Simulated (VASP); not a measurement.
A run of VASP 6.6.1 is set up as follows.

INCAR

```
PREC = Accurate
ENCUT = 500
EDIFF = 1E-6
ISMEAR = 0
SIGMA = 0.01
LREAL = False
LASPH = True
NELM = 120
ALGO = Normal
ISIF = 2
LWAVE = False
LCHARG = False
GGA = PE
NBANDS = 46
GGA_COMPAT = False
```

File KPOINTS:

```
regular mesh
0
Gamma
  6 6 6
```

File POSCAR:

```
Zn3HgS4
1.0
   -2.8442356723      2.8442356723      5.6695047269
    2.8442356723     -2.8442356723      5.6695047269
    2.8442356723      2.8442356723     -5.6695047269
Zn S Hg
3 4 1
Direct
    0.7500000000      0.2500000000      0.5000000000
    0.5000000000      0.5000000000      0.0000000000
    0.2500000000      0.7500000000      0.5000000000
    0.1344372080      0.6010595044      0.0000000000
    0.8655627920      0.8655627920      0.4666222964
    0.6010595044      0.1344372080      0.0000000000
    0.3989404956      0.3989404956      0.5333777036
    0.0000000000      0.0000000000      0.0000000000
```

Potentials or basis: VASP PAW PBE potentials, release 64 (Zn, S, Hg).

Command:

```console
$ cat potpaw_PBE.64/Zn/POTCAR potpaw_PBE.64/S/POTCAR potpaw_PBE.64/Hg/POTCAR > POTCAR
$ mpirun -np 1 vasp_std > vasp.out
```

What does it give for the band gap on the k mesh?

1.01 eV.

Estimate the largest force.

0.012 eV/Å.

Estimate the pressure.

-3.2 GPa.

Forces on the atoms (eV/Å):
```
Zn   0.000  0.000  0.000
Zn   0.000  0.000  0.000
Zn   0.000  0.000  0.000
S    0.006 -0.006  0.009
S    0.006  0.006 -0.009
S   -0.006  0.006  0.009
S   -0.006 -0.006 -0.009
Hg   0.000  0.000  0.000
```

Caveat: the cell stands under tension; spin-orbit coupling is left out, which moves the levels of the heavy elements.
